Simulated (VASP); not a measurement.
# Rb (I4/mmm) in VASP: a series of runs, part 2 of 2

VASP 6.6.1. The steps go on from the part before.

## Step 3: Single point, PBE (strain -0.030 along x and y, +0.030 along z)

INCAR

```
PREC = Accurate ; ENCUT = 520
EDIFF = 1E-7 ; ISMEAR = 0
SIGMA = 0.15 ; LREAL = F
LASPH = T ; NELM = 80
ALGO = Fast ; ISIF = 2
LWAVE = F ; LCHARG = T
GGA = PE ; LELF = T
LVHAR = T ; NBANDS = 10
```

KPOINTS

```
Automatic mesh
0
Gamma
  12 12 12
```

POSCAR

```
Rb
1.0
   -2.7218200000      2.7218200000      2.8901800000
    2.7218200000     -2.7218200000      2.8901800000
    2.7218200000      2.7218200000     -2.8901800000
Rb
1
Direct
    0.0000000000      0.0000000000      0.0000000000
```

Potentials or basis: VASP PAW PBE potentials, release 64 (Rb_sv).

Launch:

```console
$ cat potpaw_PBE.64/Rb_sv/POTCAR > POTCAR
$ mpirun -np 1 vasp_std > vasp.out
```

OUTCAR:

```text
PREC = Accurate
   ENCUT = 520
   EDIFF = 1E-7
   ISMEAR = 0
   LREAL = F
   LASPH = T
   NELM = 80
   ISIF = 2
   GGA = PE

 ion  position               nearest neighbor table
   1  0.000  0.000  0.000-

  LATTYP: Found a body centered tetragonal cell.
 ALAT       =     5.4436400000
 C/A-ratio  =     1.0618556701

  Lattice vectors:

 A1 = (  -2.7218200000,   2.7218200000,   2.8901800000)
 A2 = (   2.7218200000,  -2.7218200000,   2.8901800000)
 A3 = (   2.7218200000,   2.7218200000,  -2.8901800000)

Analysis of symmetry for initial positions (statically):
=====================================================================
 Subroutine PRICEL returns:
 Original cell was already a primitive cell.

 Routine SETGRP: Setting up the symmetry group for a
 body centered tetragonal supercell.

 Subroutine GETGRP returns: Found 16 space group operations
 (whereof 16 operations were pure point group operations)
 out of a pool of 16 trial point group operations.

The static configuration has the point symmetry D_4h.

Analysis of symmetry for dynamics (positions and initial velocities):
=====================================================================
 Subroutine PRICEL returns:
 Original cell was already a primitive cell.

 Routine SETGRP: Setting up the symmetry group for a
 body centered tetragonal supercell.

 Subroutine GETGRP returns: Found 16 space group operations
 (whereof 16 operations were pure point group operations)
 out of a pool of 16 trial point group operations.

The dynamic configuration has the point symmetry D_4h.

 Subroutine INISYM returns: Found 16 space group operations
 (whereof 16 operations are pure point group operations),
 and found     1 'primitive' translations

----------------------------------------------------------------------------------------

                                     Primitive cell

  volume of cell :      85.6453

  direct lattice vectors                    reciprocal lattice vectors
[... 107 lines left out ...]
  Fermi-wavevector in a.u.,A,eV,Ry     =   0.772540  1.459889  8.120207  0.596818
  Thomas-Fermi vector in A             =   1.874194
   LORBIT       =      0    0 simple, 1 ext, 2 COOP (PROOUT), +10 PAW based schemes
   GGA     = PE    functional components
   LHFCALC =     F    Hartree Fock is set to
   AEXX    =    0.0000 exact exchange contribution
   IVDW    =     0    specifies the selected vdW correction
   LEPSILON=     F    determine dielectric tensor
   LRPA    =     F    only Hartree local field effects (RPA)
 non-spin polarized calculation
 RMM-DIIS sequential band-by-band and
 Gauss-broadening in eV      SIGMA  =   0.15
  energy-cutoff  :      520.00
  volume of cell :       85.65
 maximum number of plane-waves:      2334
   NGX = 17   NGY = 17   NGZ = 17

 number of electron       9.0000000 magnetization

 Free energy of the ion-electron system (eV)
  ---------------------------------------------------
  ext. energy  EPLUGINS =         0.00000000
  ---------------------------------------------------
  free energy    TOTEN  =        -0.93731431 eV

  energy without entropy =       -0.92634149  energy(sigma->0) =       -0.93182790

 E-fermi :   0.1511     XC(G=0):  -5.6144

 val. band max:        0.1369666459   @ k =  -0.1667  -0.4167   0.1667
 cond. band min:       0.1621499508   @ k =   0.5000   0.3333   0.0833
 fundamental gap:      0.0251833048
 Fermi energy:         0.1510808620

 k-point     1 :       0.0000    0.0000    0.0000
  band No.  band energies     occupation
      1     -28.7205      2.00000
      2     -12.7562      2.00000
      3     -12.7562      2.00000
      4     -12.7558      2.00000
      5      -1.9011      2.00000
      6       3.7978      0.00000
      7       3.7978      0.00000
      8       4.1016      0.00000
      9       4.6459      0.00000
     10       5.0748      0.00000
[... 287 lines left out ...]
 k-point    24 :      -0.4167    0.1667   -0.0000
  band No.  band energies     occupation
      1     -28.7158      2.00000
      2     -12.8467      2.00000
      3     -12.7897      2.00000
      4     -12.7656      2.00000
      5      -0.3907      2.00000
      6       1.9806      0.00000
      7       2.6576      0.00000
      8       4.4231      0.00000
      9       4.9054      0.00000
     10       5.4631      0.00000

 [... further k-points ...]
[... 5 lines left out ...]
  --------------------------------------------------------------------------------------
  -------------------------------------------------------------------------------------
  Total        0.1071673      0.1071673      0.1003002      0.0000000     -0.0000000      0.0000000
  in kB        2.0047905      2.0047905      1.8763286      0.0000000     -0.0000000      0.0000000
  external PRESSURE =       1.9619699 kB  Pullay stress =       0.0000000 kB

 VOLUME and BASIS-vectors are now :
 -----------------------------------------------------------------------------
  energy-cutoff  :      520.00
  volume of cell :       85.65
      direct lattice vectors                 reciprocal lattice vectors
    -2.721820000  2.721820000  2.890180000     0.000000000  0.183700612  0.172999606
     2.721820000 -2.721820000  2.890180000     0.183700612  0.000000000  0.172999606
     2.721820000  2.721820000 -2.890180000     0.183700612  0.183700612  0.000000000

 POSITION                                       TOTAL-FORCE (eV/Angst)
 -----------------------------------------------------------------------------------
      0.00000      0.00000      0.00000         0.000000     -0.000000     -0.000000
 -----------------------------------------------------------------------------------
    total drift:                               -0.000000      0.000000      0.000000

  FREE ENERGIE OF THE ION-ELECTRON SYSTEM (eV)
  ---------------------------------------------------
  free  energy   TOTEN  =        -0.9373143053 eV

  energy  without entropy=       -0.9263414921  energy(sigma->0) =       -0.93182790
```

OSZICAR:

```text
N       E                     dE             d eps       ncg     rms          rms(c)
DAV:   1     0.437040870403E+02    0.43704E+02   -0.33473E+03  3260   0.664E+02
DAV:   2     0.185729954893E+01   -0.41847E+02   -0.40871E+02  3680   0.126E+02
DAV:   3    -0.819883693949E+00   -0.26772E+01   -0.26679E+01  4358   0.327E+01
DAV:   4    -0.934131941048E+00   -0.11425E+00   -0.11378E+00  4640   0.563E+00
DAV:   5    -0.936150235214E+00   -0.20183E-02   -0.20179E-02  4372   0.691E-01    0.133E+00
RMM:   6    -0.936403836450E+00   -0.25360E-03   -0.15519E-03  3630   0.248E-01    0.817E-01
RMM:   7    -0.937205474185E+00   -0.80164E-03   -0.35790E-03  3786   0.359E-01    0.494E-02
RMM:   8    -0.937307841697E+00   -0.10237E-03   -0.23855E-04  4474   0.984E-02    0.752E-03
RMM:   9    -0.937312381892E+00   -0.45402E-05   -0.50234E-05  5475   0.347E-02    0.634E-03
RMM:  10    -0.937313867488E+00   -0.14856E-05   -0.94049E-06  5700   0.154E-02    0.401E-03
RMM:  11    -0.937314037583E+00   -0.17010E-06   -0.36467E-06  5711   0.822E-03    0.104E-03
RMM:  12    -0.937314225197E+00   -0.18761E-06   -0.10849E-06  5047   0.465E-03    0.449E-04
RMM:  13    -0.937314305314E+00   -0.80117E-07   -0.45517E-07  4633   0.299E-03
   1 F= -.93731431E+00 E0= -.93182790E+00  d E =-.109728E-01
```

It took 51 s on 1 thread of Intel Xeon 6975P-C (Granite Rapids), shared host; peak memory 0.29 GiB.

Results:

* Free energy: -0.9373 eV
* Pressure: 0.2 GPa

Caveat: the cell differs from its parent crystal (strain -0.030 along x and y, +0.030 along z).

## Step 4: Single point, PBE (strain -0.015 along x and y, +0.030 along z)

INCAR

```
SYSTEM = Rb
PREC = Accurate
ENCUT = 520
EDIFF = 1E-6
ISMEAR = 0
SIGMA = 0.15
LREAL = .False.
LASPH = .True.
NELM = 60
ALGO = Fast
ISIF = 2
LWAVE = .False.
LCHARG = .True.
GGA = PE
LELF = .True.
LVHAR = .True.
NBANDS = 10
```

KPOINTS

```
regular mesh
0
Gamma
  12 12 12
  0 0 0
```

POSCAR

```
Rb
1.0
   -2.7639100000      2.7639100000      2.8901800000
    2.7639100000     -2.7639100000      2.8901800000
    2.7639100000      2.7639100000     -2.8901800000
Rb
1
Direct
    0.0000000000      0.0000000000      0.0000000000
```

Potentials or basis: VASP PAW PBE potentials, release 64 (Rb_sv).

Launch:

```console
$ cat potpaw_PBE.64/Rb_sv/POTCAR > POTCAR
$ mpirun -np 1 vasp_std > vasp.out
```

OUTCAR:

```text
SYSTEM = Rb
   PREC = Accurate
   ENCUT = 520
   EDIFF = 1E-6
   ISMEAR = 0
   LREAL = .False.
   LASPH = .True.
   NELM = 60
   ISIF = 2
   GGA = PE

 ion  position               nearest neighbor table
   1  0.000  0.000  0.000-

  LATTYP: Found a body centered tetragonal cell.
 ALAT       =     5.5278200000
 C/A-ratio  =     1.0456852792

  Lattice vectors:

 A1 = (  -2.7639100000,   2.7639100000,   2.8901800000)
 A2 = (   2.7639100000,  -2.7639100000,   2.8901800000)
 A3 = (   2.7639100000,   2.7639100000,  -2.8901800000)

Analysis of symmetry for initial positions (statically):
=====================================================================
 Subroutine PRICEL returns:
 Original cell was already a primitive cell.

 Routine SETGRP: Setting up the symmetry group for a
 body centered tetragonal supercell.

 Subroutine GETGRP returns: Found 16 space group operations
 (whereof 16 operations were pure point group operations)
 out of a pool of 16 trial point group operations.

The static configuration has the point symmetry D_4h.

Analysis of symmetry for dynamics (positions and initial velocities):
[... 159 lines left out ...]

 val. band max:        0.0764837764   @ k =   0.5000   0.3333   0.0833
 cond. band min:       0.0883061048   @ k =   0.5000   0.2500  -0.0000
 fundamental gap:      0.0118223285
 Fermi energy:         0.0771330961

 k-point     1 :       0.0000    0.0000    0.0000
  band No.  band energies     occupation
      1     -28.8073      2.00000
      2     -12.8466      2.00000
      3     -12.8466      2.00000
      4     -12.8463      2.00000
      5      -1.9319      2.00000
      6       3.7189      0.00000
      7       3.7189      0.00000
      8       3.9424      0.00000
      9       4.5819      0.00000
     10       4.8970      0.00000
[... 287 lines left out ...]
 k-point    24 :      -0.4167    0.1667    0.0000
  band No.  band energies     occupation
      1     -28.8032      2.00000
      2     -12.9278      2.00000
      3     -12.8770      2.00000
      4     -12.8548      2.00000
      5      -0.4611      2.00000
      6       1.9130      0.00000
      7       2.5567      0.00000
      8       4.3241      0.00000
      9       4.7351      0.00000
     10       5.3096      0.00000

 [... further k-points ...]
[... 5 lines left out ...]
  --------------------------------------------------------------------------------------
  -------------------------------------------------------------------------------------
  Total        0.0534192      0.0534192      0.0482051      0.0000000     -0.0000000      0.0000000
  in kB        0.9691141      0.9691141      0.8745217      0.0000000     -0.0000000      0.0000000
  external PRESSURE =       0.9375833 kB  Pullay stress =       0.0000000 kB

 VOLUME and BASIS-vectors are now :
 -----------------------------------------------------------------------------
  energy-cutoff  :      520.00
  volume of cell :       88.31
      direct lattice vectors                 reciprocal lattice vectors
    -2.763910000  2.763910000  2.890180000     0.000000000  0.180903141  0.172999606
     2.763910000 -2.763910000  2.890180000     0.180903141  0.000000000  0.172999606
     2.763910000  2.763910000 -2.890180000     0.180903141  0.180903141  0.000000000

 POSITION                                       TOTAL-FORCE (eV/Angst)
 -----------------------------------------------------------------------------------
      0.00000      0.00000      0.00000         0.000000     -0.000000     -0.000000
 -----------------------------------------------------------------------------------
    total drift:                               -0.000000      0.000000      0.000000

  FREE ENERGIE OF THE ION-ELECTRON SYSTEM (eV)
  ---------------------------------------------------
  free  energy   TOTEN  =        -0.9398022417 eV

  energy  without entropy=       -0.9287226635  energy(sigma->0) =       -0.93426245
```

OSZICAR:

```text
N       E                     dE             d eps       ncg     rms          rms(c)
DAV:   1     0.427539427335E+02    0.42754E+02   -0.32921E+03  3260   0.657E+02
DAV:   2     0.186460150029E+01   -0.40889E+02   -0.39984E+02  3644   0.125E+02
DAV:   3    -0.831262219837E+00   -0.26959E+01   -0.26876E+01  4306   0.324E+01
DAV:   4    -0.936188443416E+00   -0.10493E+00   -0.10468E+00  4634   0.557E+00
DAV:   5    -0.938421582474E+00   -0.22331E-02   -0.22326E-02  4374   0.675E-01    0.128E+00
RMM:   6    -0.938812721717E+00   -0.39114E-03   -0.14286E-03  3656   0.240E-01    0.782E-01
RMM:   7    -0.939690836306E+00   -0.87811E-03   -0.33955E-03  3798   0.355E-01    0.479E-02
RMM:   8    -0.939797304895E+00   -0.10647E-03   -0.20680E-04  4412   0.948E-02    0.711E-03
RMM:   9    -0.939800930503E+00   -0.36256E-05   -0.41972E-05  5399   0.331E-02    0.575E-03
RMM:  10    -0.939802178119E+00   -0.12476E-05   -0.82004E-06  5090   0.145E-02    0.367E-03
RMM:  11    -0.939802241726E+00   -0.63607E-07   -0.28036E-06  4444   0.740E-03
   1 F= -.93980224E+00 E0= -.93426245E+00  d E =-.110796E-01
```

stdout:

```text
POSCAR found type information on POSCAR Rb
 POSCAR found :  1 types and       1 ions
 scaLAPACK will be used
 LDA part: xc-table for (Slater+PW92), standard interpolation
 POSCAR, INCAR and KPOINTS ok, starting setup
 FFT: planning ... GRIDC
 FFT: planning ... GRID_SOFT
 FFT: planning ... GRID
 WAVECAR not read
 entering main loop
WARNING in EDDRMM: call to ZHEGV failed, returncode =   6  3      5
```

Run time: 64 s. Hardware: 1 thread of Intel Xeon 6975P-C (Granite Rapids), shared host; peak memory 0.29 GiB.

What came out:

```yaml
Free_energy: -0.9398 eV
Pressure: 0.1 GPa
```

Levels at points of the mesh, in eV from the Fermi level:
```tsv
k point	band 3	band 4	band 5	band 6	band 7	band 8
(0.00, 0.00, 0.00)	-12.92	-12.92	-2.01	3.64	3.64	3.87
(0.50, 0.00, 0.00)	-12.96	-12.92	0.21	0.77	2.68	4.25
(0.50, 0.50, 0.00)	-12.96	-12.93	0.29	0.88	2.44	4.43
(0.50, 0.50, 0.50)	-13.00	-13.00	1.18	1.30	3.04	3.48
```

Caveat: the cell differs from its parent crystal (strain -0.015 along x and y, +0.030 along z).

## Step 5: Single point, PBE (strain +0.015 along x and y, -0.030 along z)

INCAR

```
SYSTEM = Rb
PREC = Accurate
ENCUT = 520
EDIFF = 1E-6
ISMEAR = 0
SIGMA = 0.15
LREAL = .False.
LASPH = .True.
NELM = 100
ALGO = Fast
ISIF = 2
LWAVE = .False.
LCHARG = .False.
GGA = PE
NBANDS = 10
```

KPOINTS

```
Automatic mesh
0
Gamma
  12 12 12
  0 0 0
```

POSCAR

```
Rb
1.0
   -2.8480900000      2.8480900000      2.7218200000
    2.8480900000     -2.8480900000      2.7218200000
    2.8480900000      2.8480900000     -2.7218200000
Rb
1
Direct
    0.0000000000      0.0000000000      0.0000000000
```

Launch:

```console
$ cat potpaw_PBE.64/Rb_sv/POTCAR > POTCAR
$ mpirun -np 1 vasp_std > vasp.out
```

It took 60 s on 1 thread of Intel Xeon 6975P-C (Granite Rapids), shared host; peak memory 0.29 GiB.

The run converged. Its results:

| Quantity | Value |
| --- | --- |
| Free energy | -0.9398 eV |
| Pressure | 0.1 GPa |

Levels at points of the mesh, in eV from the Fermi level:
| k point | band 1 | band 2 | band 3 | band 4 | band 5 | band 6 | band 7 | band 8 | band 9 | band 10 |
| --- | --- | --- | --- | --- | --- | --- | --- | --- | --- | --- |
| (0.00, 0.00, 0.00) | -28.88 | -12.92 | -12.92 | -12.92 | -2.01 | 3.56 | 3.80 | 3.80 | 4.50 | 4.83 |
| (0.50, 0.00, 0.00) | -28.88 | -13.03 | -12.96 | -12.93 | 0.26 | 0.84 | 2.52 | 4.36 | 5.18 | 5.39 |
| (0.50, 0.50, 0.00) | -28.88 | -13.03 | -12.96 | -12.92 | 0.18 | 0.74 | 2.77 | 4.21 | 5.18 | 5.39 |
| (0.50, 0.50, 0.50) | -28.88 | -13.00 | -13.00 | -12.99 | 1.18 | 1.30 | 3.18 | 3.18 | 3.64 | 4.97 |

Caveat: the cell differs from its parent crystal (strain +0.015 along x and y, -0.030 along z).

## Step 6: The runs side by side

| cell | further INCAR settings | gap on the mesh (eV) | pressure (GPa) |
| --- | --- | --- | --- |
| a = 4.788 Å, angles 110.7, 110.7, 107.0°, 1 atom | ALGO = Fast; EDIFF = 1e-07; NBANDS = 10 | none | 0.2 |
| a = 4.813 Å, angles 111.1, 111.1, 106.2°, 1 atom | ALGO = Fast; EDIFF = 1e-07; NBANDS = 10 | none | 0.2 |
| a = 4.861 Å, angles 110.7, 110.7, 107.0°, 1 atom | ALGO = Fast; EDIFF = 1e-06; NBANDS = 10 | none | 0.1 |
| a = 4.861 Å, angles 108.3, 108.3, 111.9°, 1 atom | ALGO = Fast; EDIFF = 1e-06; NBANDS = 10 | none | 0.1 |

Alike in all rows: task single point; level PBE; potentials or basis VASP PAW PBE potentials, release 64 (Rb_sv); no spin polarisation; k mesh 12 × 12 × 12; cutoff (eV) 520; smearing gaussian 0.15 eV.

Absolute energies hang on the potentials; compare differences alone.
